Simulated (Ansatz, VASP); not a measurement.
## One calculation of LiCl, two programs

The input INCAR:

```
SYSTEM = LiCl
PREC = Accurate
ENCUT = 520
EDIFF = 1E-7
ISMEAR = 0
SIGMA = 0.05
LREAL = .False.
LASPH = .True.
NELM = 60
ALGO = Normal
ISIF = 2
LWAVE = .False.
LCHARG = .True.
GGA = PE
LELF = .True.
LVHAR = .True.
NBANDS = 12
```

KPOINTS

```
regular mesh
0
Gamma
  8 8 8
  0 0 0
```

File POSCAR:

```
LiCl
1.0
   -0.8108957930      2.2299634308      2.2299634308
    2.2299634308     -0.8108957930      2.2299634308
    2.2299634308      2.2299634308     -0.8108957930
Li Cl
1 1
Direct
    0.0000000000      0.0000000000      0.0000000000
    0.5000000000      0.5000000000      0.5000000000
```

Input for Ansatz:

```yaml
crystal:
  lattice:
    - [-0.810895793, 2.2299634308, 2.2299634308]
    - [2.2299634308, -0.810895793, 2.2299634308]
    - [2.2299634308, 2.2299634308, -0.810895793]
  atoms:
    - { symbol: Li, position: [0.0, 0.0, 0.0] }
    - { symbol: Cl, position: [0.5, 0.5, 0.5] }
basis:
  ecutwfc: 420
kpoints:
  mp_grid: { grid: [8, 8, 8] }
hamiltonian:
  xc: pbe
scf:
  occupations: { method: gaussian, width: 0.05 }
output:
  forces: true
  stress: true
  eigenvalues: true
```

Alike in both runs: task single point; functional PBE; k mesh 8 × 8 × 8; occupations gaussian, width 0.05 eV; no spin polarisation.

```csv
,VASP,Ansatz
version,VASP 6.6.1,Ansatz 0.2.0
potentials or method,"VASP PAW PBE potentials, release 64 (Li_sv, Cl), cutoff 520 eV","scalar-relativistic, plane waves, PAW"
valence electrons in the cell,10,10
```

Ansatz gave:

- gap on the k mesh at the Fermi level (eV): 4.78
- least direct gap on the mesh (eV): 5.08

Problem. Estimate VASP's values.

Solution. gap on the k mesh at the Fermi level (eV): 4.79; least direct gap on the mesh (eV): 5.09.

The functional is the same, so the differences come from potentials, cutoffs and numerics.

Noted on VASP's run: the cutoff is short for stress, so the pressure is rough.
